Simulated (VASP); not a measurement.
C, 4 atoms in the cell. It takes space group Cmme (No. 67, orthorhombic). The conventional cell has a = 2.456 Å, b = 4.254 Å, c = 7.173 Å, α = 90.00°, β = 90.00°, γ = 90.00°. C (site symmetry m) has 3 C at 1.42 Å within 1.9 Å. 

| Quantity | Value |
| --- | --- |
| Program | VASP 6.6.1 |
| Task | single point |
| Functional | r2SCAN |
| Potentials or basis | VASP PAW PBE potentials, release 64 (C) |
| Cutoff | 520 eV |
| k mesh | 3 × 3 × 1 |
| Occupations | gaussian, width 0.1 eV |
| Spin | no spin polarisation |
| Dipole correction | no |
| Further INCAR settings | ALGO = Normal; EDIFF = 1e-06; NBANDS = 16 |

Potentials or basis: VASP PAW PBE potentials, release 64 (C).

Launch:

```console
$ cat potpaw_PBE.64/C/POTCAR > POTCAR
$ cp INCAR.step1 INCAR
$ mpirun -np 1 vasp_std > vasp.out
$ cp INCAR.step2 INCAR
$ mpirun -np 1 vasp_std > vasp.out
```

Hardware: 1 thread of Intel Xeon 8259CL, on a shared host.

Question: Estimate the wall time of this run.

Answer: It took 16 s on 1 thread of Intel Xeon 8259CL, with other jobs on the host, peak memory 0.14 GiB. Counts: k points 4.
